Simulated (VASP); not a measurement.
Cu3O2, 5 atoms in the cell. Symmetry: R-3m, No. 166, trigonal system. Conventional cell: a = 5.926 Å, b = 5.926 Å, c = 6.587 Å, α = 90.00°, β = 90.00°, γ = 120.00°. Within 2.4 Å of Cu (site symmetry 2/m) lie 2 O at 1.82 Å. O (site symmetry 3m) has 3 Cu at 1.82 Å within 2.4 Å. 

| Item | Value |
| --- | --- |
| Program | VASP 6.6.1 |
| Task | single point |
| Functional | PBE |
| Potentials or basis | VASP PAW PBE potentials, release 64 (Cu, O) |
| Cutoff | 520 eV |
| k mesh | 12 × 12 × 12 |
| Occupations | gaussian, width 0.1 eV |
| Spin | no spin polarisation |
| Dipole correction | no |
| Further INCAR settings | ALGO = Normal; EDIFF = 1e-07; NBANDS = 30 |

Potentials or basis: VASP PAW PBE potentials, release 64 (Cu, O).

Launch:

```bash
$ cat potpaw_PBE.64/Cu/POTCAR potpaw_PBE.64/O/POTCAR > POTCAR
$ mpirun -np 1 vasp_std > vasp.out
```

Hardware: 1 thread of Intel Xeon 8259CL (shared host).

Q: How long does it take, and how much memory?

A: It took 5.9 min on 1 thread of Intel Xeon 8259CL, with other jobs on the host, peak memory 0.4 GiB. Counts: scf iterations 17, k points 189.
